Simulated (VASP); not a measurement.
Input of a VASP 6.6.1 run:

The input INCAR:

```
PREC = Accurate ; ENCUT = 520
EDIFF = 1E-7 ; ISMEAR = -1
SIGMA = 0.05 ; LREAL = Auto
LASPH = True ; NELM = 100
ALGO = Normal ; ISIF = 2
LWAVE = False ; LCHARG = True
GGA = PE ; IVDW = 12
LELF = True ; LVHAR = True
NBANDS = 130
```

File KPOINTS:

```
Automatic mesh
0
Gamma
  1 1 1
```

Contents of POSCAR:

```
PbF2
1.0
    0.0000000000      5.9158970000      5.9158970000
    5.9158970000      0.0000000000      5.9158970000
    5.9158970000      5.9158970000      0.0000000000
Pb F
8 16
Direct
   -0.0149681443     -0.0162190113      0.0198870940
    0.0059247144      0.0126354465      0.4930528709
   -0.0036004684      0.4883621199      0.0133031390
   -0.0102689415      0.5020286864      0.5030936137
    0.4973210318      0.0283980603     -0.0283473495
    0.4762422334      0.0001690361      0.5206818171
    0.5354471182      0.4907032695     -0.0285586446
    0.5017244215      0.4687961944      0.5170728970
    0.4307799815      0.3818271346      0.3494905337
    0.1040163478      0.1442976441      0.1112003809
    0.3446222948      0.4037849205      0.8944459310
    0.1424128919      0.1199987086      0.6355587327
    0.3804748460      0.9481994024      0.3260283267
    0.1638804732      0.5983031821      0.1535354655
    0.3821905621      0.8903975171      0.8771450889
    0.1386180321      0.6360235819      0.6421426877
    0.8828416046      0.3837118868      0.3787084190
    0.6635088474      0.1305381077      0.1243851947
    0.8796552746      0.4181360832      0.8357735099
    0.6321103968      0.1227032857      0.5968832791
    0.8831796767      0.8807117501      0.3809904060
    0.6201510946      0.6594857889      0.1285096749
    0.8485864443      0.9288447720      0.8550267187
    0.6357869314      0.6268618267      0.5992920431
```

Potentials or basis: VASP PAW PBE potentials, release 64 (Pb_d, F).

The run is started by

```sh
$ cat potpaw_PBE.64/Pb_d/POTCAR potpaw_PBE.64/F/POTCAR > POTCAR
$ mpirun -np 1 vasp_gam > vasp.out
```

**Question.** Estimate the largest force.

**Answer.** 1.619 eV/Å.

**Question.** Estimate the dispersion energy per atom.

**Answer.** -0.154 eV.

**Question.** Predict the pressure.

**Answer.** 4.4 GPa.

**Question.** Estimate the band gap on the k mesh.

**Answer.** 3.96 eV.

Stress tensor (GPa, compression positive):
```
 4.59  0.45 -0.94
 0.45  4.52  1.01
-0.94  1.01  4.07
```

Caveat: the k points lie up to 0.92 Å⁻¹ apart; spin-orbit coupling is left out, which moves the levels of the heavy elements; forces of over 1 eV/Å act on the atoms, so gaps and moduli don't describe the material at rest. A k mesh can miss the band edges.
